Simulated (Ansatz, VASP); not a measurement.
# Two plane-wave programs on Sc3W

```
Sc W
1.0
     5.84864    0.00000    0.00000
    -2.92432    5.06507    0.00000
     0.00000    0.00000    4.65752
Sc W
6 2
Direct
  0.16647 0.33294 0.25000
  0.66706 0.83353 0.25000
  0.16647 0.83353 0.25000
  0.83353 0.66706 0.75000
  0.33294 0.16647 0.75000
  0.83353 0.16647 0.75000
  0.33333 0.66667 0.75000
  0.66667 0.33333 0.25000
```

Change from the starting cell: species swapped into the TcIr3 type (P6_3/mmc, No. 194).

Alike in both runs: task relaxation of cell and atoms; functional PBE; k mesh 3 × 3 × 4; occupations gaussian, width 0.1 eV; no spin polarisation.

```csv
,VASP,Ansatz
version,VASP 6.6.1,Ansatz 0.2.0
potentials or method,"VASP PAW PBE potentials, release 64 (Sc_sv, W_sv), cutoff 600 eV","scalar-relativistic, plane waves, PAW"
valence electrons in the cell,94,94
```

Ansatz gave:

- gap on the k mesh at the Fermi level, each at its own relaxed structure (eV): none
- relaxed volume (Å³/atom): 20.72
- relaxed cell length with the largest relative difference (Å): 4.947

Task: What did VASP give for the same quantities?

Result: gap on the k mesh at the Fermi level, each at its own relaxed structure (eV): none; relaxed volume (Å³/atom): 20.71; relaxed cell length with the largest relative difference (Å): 4.954.

A gap of «none» marks a metal or a gap that the smearing closes.

The k mesh is coarse, so the values compare programs but aren't converged. Neither program's run includes spin-orbit coupling. Noted on VASP's run: the volume moved by over 15 % at a fixed basis, so the end points are rough.
